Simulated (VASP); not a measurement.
CO:

```
CELL_PARAMETERS angstrom
2.83407 -2.78543 -0.13006
2.83407 2.78543 -0.13006
-1.48392 0.00000 7.65345
ATOMIC_POSITIONS crystal
C 0.24362 0.24362 0.20504
C 0.75638 0.75638 0.79496
O 0.82974 0.82974 0.67142
O 0.17026 0.17026 0.32858
```

```yaml
Program: VASP 6.6.1
Task: relaxation of cell and atoms
Functional: PBE
Potentials_or_basis: VASP PAW PBE potentials, release 64 (C, O)
Cutoff: 600 eV
k_mesh: 6 × 6 × 4
Occupations: gaussian, width 0.02 eV
Spin: no spin polarisation
```

At the start: pressure 0.8 GPa; volume 29.94 Å³/atom.

How do energy, volume and symmetry change on relaxing?

Over 53 steps the energy falls by 4.7 meV/atom and the volume is 27.02 Å³/atom (-9.7 %); space group C2/m (No. 12, to 0.1 Å) before and after.

Step by step:
| step | energy change (eV) | largest force (eV/Å) | pressure (GPa) | volume (Å³) |
| --- | --- | --- | --- | --- |
| 1 | 0.0000 | 0.8928 | 0.77 | 119.76 |
| 3 | -0.0062 | 0.2019 | -0.33 | 119.93 |
| 5 | -0.0066 | 0.0066 | -0.11 | 119.89 |
| 7 | -0.0069 | 0.0204 | -0.10 | 119.60 |
| 9 | -0.0094 | 0.0266 | -0.09 | 117.06 |
| 11 | -0.0163 | 0.0885 | 0.07 | 107.18 |
| 13 | -0.0162 | 0.2614 | 0.30 | 104.95 |
| 15 | -0.0165 | 0.1845 | 0.22 | 104.71 |
| 17 | -0.0165 | 0.1548 | -0.15 | 103.63 |
| 19 | -0.0168 | 0.0164 | 0.01 | 104.15 |
| 21 | -0.0168 | 0.0128 | 0.01 | 104.11 |
| 23 | -0.0168 | 0.0125 | 0.02 | 104.13 |
| 25 | -0.0168 | 0.0126 | 0.02 | 104.13 |
| 27 | -0.0168 | 0.0122 | 0.01 | 104.15 |
| 29 | -0.0169 | 0.0156 | 0.00 | 104.21 |
| 31 | -0.0172 | 0.0449 | -0.04 | 104.45 |
| 33 | -0.0179 | 0.1624 | -0.20 | 105.39 |
| 35 | -0.0179 | 0.1614 | -0.19 | 105.39 |
| 37 | -0.0179 | 0.1468 | -0.18 | 105.42 |
| 39 | -0.0181 | 0.0951 | -0.13 | 105.52 |
| 41 | -0.0183 | 0.1178 | 0.12 | 105.93 |
| 43 | -0.0184 | 0.0565 | 0.05 | 105.81 |
| 45 | -0.0184 | 0.0615 | 0.05 | 105.87 |
| 47 | -0.0186 | 0.0633 | 0.05 | 106.28 |
| 49 | -0.0187 | 0.1201 | 0.10 | 107.85 |
| 51 | -0.0188 | 0.0164 | -0.02 | 108.08 |
| 53 | -0.0188 | 0.0097 | -0.02 | 108.10 |

Final structure:
```
C O
1.0
     2.93631   -2.76433   -0.11917
     2.93631    2.76433   -0.11917
    -1.57271    0.00000    6.72268
C O
2 2
Direct
  0.24354 0.24354 0.19818
  0.75646 0.75646 0.80182
  0.81635 0.81635 0.65736
  0.18365 0.18365 0.34264
```

Caveat: this functional lacks dispersion, which holds the molecules together, so the pressure and a relaxed volume are unreliable.
